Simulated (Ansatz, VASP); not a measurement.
# Al: VASP beside Ansatz

Contents of INCAR:

```
SYSTEM = Al
PREC     = Accurate       ! precision mode
ENCUT    = 520            ! plane-wave cutoff, eV
EDIFF    = 1E-7           ! SCF threshold, eV
ISMEAR   = 0              ! smearing method
SIGMA    = 0.15           ! smearing width, eV
LREAL    = .FALSE.        ! projectors in reciprocal space
LASPH    = .TRUE.         ! aspherical terms in the spheres
NELM     = 100            ! most SCF steps
ALGO     = Normal         ! electronic algorithm
ISIF     = 2              ! what is computed and relaxed
LWAVE    = .FALSE.        ! write WAVECAR
LCHARG   = .TRUE.         ! write CHGCAR
GGA      = PS             ! functional
LELF     = .TRUE.         ! ELF
LVHAR    = .TRUE.       
NBANDS   = 8              ! bands
```

Contents of KPOINTS:

```
regular mesh
0
G
  20 20 20
  0 0 0
```

Contents of POSCAR:

```
Al
1.0
    0.1327730880      2.0239800000      2.0239800000
    2.1567530880      0.0000000000      2.1567530880
    2.0239800000      2.0239800000      0.1327730880
Al
1
Direct
    0.0000000000      0.0000000000      0.0000000000
```

Input for Ansatz:

```yaml
crystal:
  lattice:
    - [0.132773088, 2.02398, 2.02398]
    - [2.156753088, 0.0, 2.156753088]
    - [2.02398, 2.02398, 0.132773088]
  atoms:
    - { symbol: Al, position: [0.0, 0.0, 0.0] }
basis:
  ecutwfc: 420
kpoints:
  mp_grid: { grid: [20, 20, 20] }
hamiltonian:
  xc: pbesol
scf:
  occupations: { method: gaussian, width: 0.15 }
output:
  forces: true
  stress: true
  eigenvalues: true
```

Change from the starting cell: strain +0.1312 x Voigt [0, 0, 0, 0, 1, 0], atoms carried along.

Alike in both runs: task single point; functional PBEsol; k mesh 20 × 20 × 20; occupations gaussian, width 0.15 eV; no spin polarisation.

```csv
,VASP,Ansatz
version,VASP 6.6.1,Ansatz 0.2.0
potentials or method,"VASP PAW PBE potentials, release 64 (Al), cutoff 520 eV","scalar-relativistic, plane waves, PAW"
valence electrons in the cell,3,3
```

Ansatz gave:

- gap on the k mesh at the Fermi level (eV): none
- pressure (GPa): -0.2
- traceless stress, the component that is largest in VASP (GPa): -5.26

**Question.** Estimate VASP's values.

**Answer.** gap on the k mesh at the Fermi level (eV): none; pressure (GPa): -0.1; traceless stress, the component that is largest in VASP (GPa): -5.29.

VASP's potentials were made for PBE, not for PBEsol. A gap of «none» marks a metal or a gap that the smearing closes.
